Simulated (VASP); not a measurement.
Crystal: NiSb.

```
CELL_PARAMETERS angstrom
3.94000 0.00000 0.00000
-1.97000 3.41214 0.00000
0.00000 0.00000 5.14000
ATOMIC_POSITIONS crystal
Ni 0.00000 0.00000 0.00000
Ni 0.00000 0.00000 0.50000
Sb 0.33333 0.66667 0.25000
Sb 0.66667 0.33333 0.75000
```

Base run:

```yaml
Program: VASP 6.6.1
Functional: BLYP
Potentials_or_basis: VASP PAW PBE potentials, release 64 (Ni, Sb)
Cutoff: 520 eV
k_mesh: 6 × 6 × 4
Occupations: gaussian, width 0.1 eV
Spin: no spin polarisation
```

Its results: band gap on the k mesh zero (bands 15 and 16 overlap by 3.36 eV); pressure 10.5 GPa.

**Question.** The run is repeated on the same cell with these changes: functional from BLYP to PBE; cutoff from 520 eV to 600 eV; k mesh from 6 × 6 × 4 to 3 × 3 × 2. What comes out?

**Answer.** Band gap on the k mesh zero (bands 15 and 16 overlap by 3.33 eV); pressure 4.8 GPa.

Several settings changed at once.

Caveats: some runs use coarse meshes; spin-orbit coupling is left out, which moves the levels of the heavy elements; the cell stands under pressure (at least some runs); the PAW data sets were made with another functional, which shifts forces and pressure a little (at least some runs).
